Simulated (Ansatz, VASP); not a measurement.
Two plane-wave programs on Ta2Se

File INCAR:

```
SYSTEM = Ta2Se
  PREC = Accurate
  ENCUT = 600
  EDIFF = 1E-6
  ISMEAR = -1
  SIGMA = 0.15
  LREAL = .FALSE.
  LASPH = .TRUE.
  NELM = 60
  ALGO = Normal
  ISIF = 3
  LWAVE = .FALSE.
  LCHARG = .FALSE.
  GGA = CA
  IBRION = 2
  NSW = 80
  EDIFFG = -0.001
```

Contents of KPOINTS:

```
regular mesh
0
G
  10 10 4
  0 0 0
```

The input POSCAR:

```
Ta2Se
1.0
    3.3358581392      0.0000000000      0.0000000000
    0.0000000000      3.3358581392      0.0000000000
    0.0000000000      0.0000000000      9.6817854138
Ta Se
4 2
Direct
    0.5000000000      0.0000000000      0.7560078987
    0.0000000000      0.5000000000      0.2439921013
    0.5000000000      0.0000000000      0.0765366156
    0.0000000000      0.5000000000      0.9234633844
    0.5000000000      0.0000000000      0.3664851967
    0.0000000000      0.5000000000      0.6335148033
```

Input for Ansatz:

```yaml
crystal:
  lattice:
    - [3.3358581392, 0.0, 0.0]
    - [0.0, 3.3358581392, 0.0]
    - [0.0, 0.0, 9.6817854138]
  atoms:
    - { symbol: Ta, position: [0.5, 0.0, 0.7560078987] }
    - { symbol: Ta, position: [0.0, 0.5, 0.2439921013] }
    - { symbol: Ta, position: [0.5, 0.0, 0.0765366156] }
    - { symbol: Ta, position: [0.0, 0.5, 0.9234633844] }
    - { symbol: Se, position: [0.5, 0.0, 0.3664851967] }
    - { symbol: Se, position: [0.0, 0.5, 0.6335148033] }
basis:
  ecutwfc: 420
kpoints:
  mp_grid: { grid: [10, 10, 4] }
hamiltonian:
  xc: lda
scf:
  occupations: { method: fermi_dirac, width: 0.15 }
output:
  forces: true
  stress: true
  eigenvalues: true
relax:
  adjacent_minimum: "off"
  f_tol: 0.001
  max_steps: 60
  cell: { stress_tol: 0.01 }
```

Alike in both runs: task relaxation of cell and atoms; functional LDA; k mesh 10 × 10 × 4; occupations fermi-dirac, width 0.15 eV; no spin polarisation.

```csv
,VASP,Ansatz
version,VASP 6.6.1,Ansatz 0.2.0
potentials or method,"VASP PAW LDA potentials, release 64 (Ta_pv, Se), cutoff 600 eV","scalar-relativistic, plane waves, PAW"
valence electrons in the cell,56,84
```

|  | VASP | Ansatz | Ansatz less VASP |
| --- | --- | --- | --- |
| gap on the k mesh at the Fermi level, each at its own relaxed structure (eV) | none | none | - |
| relaxed volume (Å³/atom) | 18.11 | 18.04 | -0.065 |
| relaxed length of the cell vector where the two differ most in proportion (Å) | 3.335 | 3.330 | -0.0048 |

LDA's correlation is that of Perdew and Zunger in VASP and of Perdew and Wang (1992) in Ansatz. A gap of «none» marks a metal or a gap that the smearing closes. VASP's potentials hold 56 valence electrons a cell and Ansatz's 84, so a difference there can come from the potentials and not from the codes.

Spin-orbit coupling is off throughout.
